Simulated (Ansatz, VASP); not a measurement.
One calculation of SnO, two programs

```
CELL_PARAMETERS angstrom
3.97338 -0.00002 0.00000
0.00002 3.97338 0.00000
0.00000 0.00000 30.63492
ATOMIC_POSITIONS crystal
Sn 0.75000 0.25000 0.46313
Sn 0.25000 0.75000 0.53687
O 0.25000 0.25000 0.50000
O 0.75000 0.75000 0.50000
```

Alike in both runs: functional PBE; dispersion D3(BJ); k mesh 6 × 6 × 1; occupations gaussian, width 0.02 eV; no spin polarisation.

Ansatz relaxed the structure, and its values are those at the end. VASP's run is a single point on that final structure, the one shown.

|  | VASP | Ansatz |
| --- | --- | --- |
| version | VASP 6.6.1 | Ansatz 0.2.0 |
| potentials or method | VASP PAW PBE potentials, release 64 (Sn_d, O), cutoff 520 eV | scalar-relativistic, plane waves, PAW |
| valence electrons in the cell | 40 | 40 |

Ansatz gave:

```
gap on the k mesh at the Fermi level (eV) : 2.55
rms of the force components (eV/Å)        : 0.004
```

Which values does VASP return?

gap on the k mesh at the Fermi level (eV): 2.50; rms of the force components (eV/Å): 0.034.

Ansatz's warnings: stress scf threshold loose, structure snapped to symmetry.
